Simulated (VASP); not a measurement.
Bi2Se3, 5 atoms in the cell. It takes space group R-3m (No. 166, trigonal). Conventional cell: a = 4.260 Å, b = 4.260 Å, c = 27.088 Å, α = 90.00°, β = 90.00°, γ = 120.00°. Within 3.8 Å of Bi (site symmetry 3m) lie 6 Se at 2.86 to 3.06 Å. Within 4.3 Å of Se (site symmetry -3m) lie 6 Bi at 3.06 Å and 12 Se at 4.11 to 4.26 Å. Within 3.8 Å of Se (site symmetry 3m) lie 3 Bi at 2.86 Å and 3 Se at 3.46 Å.  This cell differs from its parent crystal: ratio of the length along z to the lengths across it x 0.92, volume and fractional coordinates fixed.

| Property | Result |
| --- | --- |
| Program | VASP 6.6.1 |
| Task | single point |
| Functional | PBE |
| Potentials or basis | VASP PAW PBE potentials, release 64 (Bi_d, Se) |
| Cutoff | 520 eV |
| k mesh | 12 × 12 × 12 |
| Occupations | gaussian, width 0.03 eV |
| Spin | no spin polarisation |
| Dipole correction | no |
| Further INCAR settings | ALGO = Normal; EDIFF = 1e-06; NBANDS = 32 |

Potentials or basis: VASP PAW PBE potentials, release 64 (Bi_d, Se).

Command:

```console
$ cat potpaw_PBE.64/Bi_d/POTCAR potpaw_PBE.64/Se/POTCAR > POTCAR
$ mpirun -np 1 vasp_std > vasp.out
```

Hardware: 1 thread of Intel(R) Xeon(R) 6975P-C (Granite Rapids), on a shared host.

Estimate the wall time of this run.

Wall time 30 min on 1 thread of Intel(R) Xeon(R) 6975P-C (Granite Rapids) (shared host), peak memory 1.2 GiB. Counts: scf iterations 14, k points 189.
